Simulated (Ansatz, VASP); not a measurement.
Ni: VASP beside Ansatz

The input INCAR:

```
PREC = Accurate ; ENCUT = 520
EDIFF = 1E-6 ; ISMEAR = 0
SIGMA = 0.05 ; LREAL = F
LASPH = T ; NELM = 150
ALGO = Normal ; ISIF = 2
LWAVE = F ; LCHARG = T
ISPIN = 2 ; MAGMOM = 0.68
LORBIT = 11 ; LMAXMIX = 4
GGA = PE ; LELF = T
LVHAR = T ; NBANDS = 15
```

KPOINTS

```
Automatic mesh
0
Gamma
  20 20 20
```

POSCAR

```
Ni
1.0
   -1.4006336540      1.4006336540      1.4006336540
    1.4006336540     -1.4006336540      1.4006336540
    1.4006336540      1.4006336540     -1.4006336540
Ni
1
Direct
    0.0000000000      0.0000000000      0.0000000000
```

Input for Ansatz:

```yaml
crystal:
  lattice:
    - [-1.400633654, 1.400633654, 1.400633654]
    - [1.400633654, -1.400633654, 1.400633654]
    - [1.400633654, 1.400633654, -1.400633654]
  atoms:
    - { symbol: Ni, position: [0.0, 0.0, 0.0], spin: 0.68 }
basis:
  ecutwfc: 420
  ecutrho_ratio: 4
kpoints:
  mp_grid: { grid: [20, 20, 20] }
hamiltonian:
  xc: pbe
scf:
  occupations: { method: gaussian, width: 0.05 }
output:
  forces: true
  stress: true
  eigenvalues: true
  populations: true
magnetization:
  spin_polarized: true
```

Alike in both runs: task single point; functional PBE; k mesh 20 × 20 × 20; occupations gaussian, width 0.05 eV; collinear spin.

|  | VASP | Ansatz |
| --- | --- | --- |
| version | VASP 6.6.1 | Ansatz 0.2.0 |
| potentials or method | VASP PAW PBE potentials, release 64 (Ni), cutoff 520 eV | scalar-relativistic, plane waves, PAW |
| valence electrons in the cell | 10 | 18 |

Ansatz gave:

- gap on the k mesh at the Fermi level (eV): none
- pressure (GPa): 0.0
- net moment per atom (μB): 0.58
- size of the moment on the site where the two differ most (μB): 0.61

Q: What did VASP give for the same quantities?

A: gap on the k mesh at the Fermi level (eV): none; pressure (GPa): -0.2; net moment per atom (μB): 0.58; size of the moment on the site where the two differ most (μB): 0.59.

Site moments also hang on the region over which each program counts them. A gap of «none» marks a metal or a gap that the smearing closes. VASP's potentials hold 10 valence electrons a cell and Ansatz's 18, so a difference there can come from the potentials and not from the codes.
